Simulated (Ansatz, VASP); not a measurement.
## Two plane-wave programs on SiNi

```xyz
8
Lattice="4.3788 0.0000 0.0000 0.0000 4.3788 0.0000 0.0000 0.0000 4.3788" Properties=species:S:1:pos:R:3 pbc="T T T"
Si    2.8593    0.6699    1.5195
Si    0.6699    1.5195    2.8593
Si    1.5195    2.8593    0.6699
Si    3.7088    3.7088    3.7088
Ni    1.5320    3.7214    2.8468
Ni    3.7214    2.8468    1.5320
Ni    2.8468    1.5320    3.7214
Ni    0.6574    0.6574    0.6574
```

Alike in both runs: functional PBE; k mesh 8 × 8 × 8; occupations gaussian, width 0.1 eV; no spin polarisation.

Ansatz relaxed the structure, and its values are those at the end. VASP's run is a single point on that final structure, the one shown.

```csv
,VASP,Ansatz
version,VASP 6.6.1,Ansatz 0.2.0
potentials or method,"VASP PAW PBE potentials, release 64 (Si, Ni), cutoff 600 eV","scalar-relativistic, plane waves, PAW"
valence electrons in the cell,56,88
```

Ansatz gave:

```
gap on the k mesh at the Fermi level (eV) : none
pressure (GPa)                            : 21.3
```

Q: Which values does VASP return?

A: gap on the k mesh at the Fermi level (eV): none; pressure (GPa): 21.2.

A gap of «none» marks a metal or a gap that the smearing closes. VASP's potentials hold 56 valence electrons a cell and Ansatz's 88, so a difference there can come from the potentials and not from the codes. Ansatz's warnings: stress scf threshold loose.
